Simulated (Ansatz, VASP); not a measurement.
Two plane-wave programs on Co

```
Co
1.0
     2.42664    0.00000    0.00000
    -1.21332    2.10153    0.00000
     0.00000    0.00000    7.86457
Co
4
Direct
  0.00000 0.00000 0.00000
  0.00000 0.00000 0.50000
  0.33333 0.66667 0.25000
  0.66667 0.33333 0.75000
```

Alike in both runs: task single point; functional LDA; k mesh 17 × 17 × 5; occupations fermi-dirac, width 0.05 eV; collinear spin.

```csv
,VASP,Ansatz
version,VASP 6.6.1,Ansatz 0.2.0
potentials or method,"VASP PAW LDA potentials, release 64 (Co), cutoff 520 eV","plane waves (420 eV) with PAW, scalar-relativistic"
valence electrons in the cell,36,68
```

```csv
,VASP,Ansatz,Ansatz less VASP
pressure (GPa),-1.0,0.2,+1.21
net moment per atom (μB),1.51,1.53,+0.027
size of the moment on the site where the two differ most (μB),1.51,1.58,+0.077
```

Ansatz warns that its potentials were made for another functional, while VASP's fit it. LDA's correlation is that of Perdew and Zunger in VASP and of Perdew and Wang (1992) in Ansatz. Site moments also hang on the region over which each program counts them. VASP's potentials hold 36 valence electrons a cell and Ansatz's 68, so a difference there can come from the potentials and not from the codes.
